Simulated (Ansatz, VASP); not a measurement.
Na: VASP beside Ansatz

INCAR

```
SYSTEM = Na
ALGO = Normal
EDIFF = 1E-8
ENCUT = 520
GGA = PE
ISIF = 2
ISMEAR = 1
LASPH = .TRUE.
LCHARG = .FALSE.
LEFG = .TRUE.
LREAL = .FALSE.
LWAVE = .FALSE.
NBANDS = 10
NELM = 80
PREC = Accurate
SIGMA = 0.05
```

The input KPOINTS:

```
k-points
0
G
  11 11 11
  0 0 0
```

The input POSCAR:

```
Na
1.0
   -2.1335621770      2.1335621770      2.0857375000
    2.1335621770     -2.1335621770      2.0857375000
    2.1335621770      2.1335621770     -2.0857375000
Na
1
Direct
    0.0000000000      0.0000000000      0.0000000000
```

Input for Ansatz:

```yaml
crystal:
  lattice:
    - [-2.133562177, 2.133562177, 2.0857375]
    - [2.133562177, -2.133562177, 2.0857375]
    - [2.133562177, 2.133562177, -2.0857375]
  atoms:
    - { symbol: Na, position: [0.0, 0.0, 0.0] }
kpoints:
  mp_grid: { grid: [11, 11, 11] }
scf:
  occupations: { method: methfessel_paxton, width: 0.05 }
hamiltonian:
  xc: pbe
  pseudopotentials: { kind: all_electron, datasets: crystal }
output:
  forces: true
  stress: true
  eigenvalues: true
  efg: { contact_densities: true }
```

Alike in both runs: task electric field gradients; functional PBE; k mesh 11 × 11 × 11; occupations methfessel-paxton of order 1, width 0.05 eV; no spin polarisation.

|  | VASP | Ansatz |
| --- | --- | --- |
| version | VASP 6.6.1 | Ansatz 0.2.0 |
| potentials or method | VASP PAW PBE potentials, release 64 (Na_pv), cutoff 520 eV | all-electron PAW with datasets made for the crystal, scalar-relativistic |

|  | VASP | Ansatz | Ansatz less VASP |
| --- | --- | --- | --- |
| gap on the k mesh at the Fermi level (eV) | none | none | - |
| pressure (GPa) | -0.2 | -0.2 | +0.01 |

A gap of «none» marks a metal or a gap that the smearing closes. Ansatz ran all-electron here, and VASP with PAW potentials.
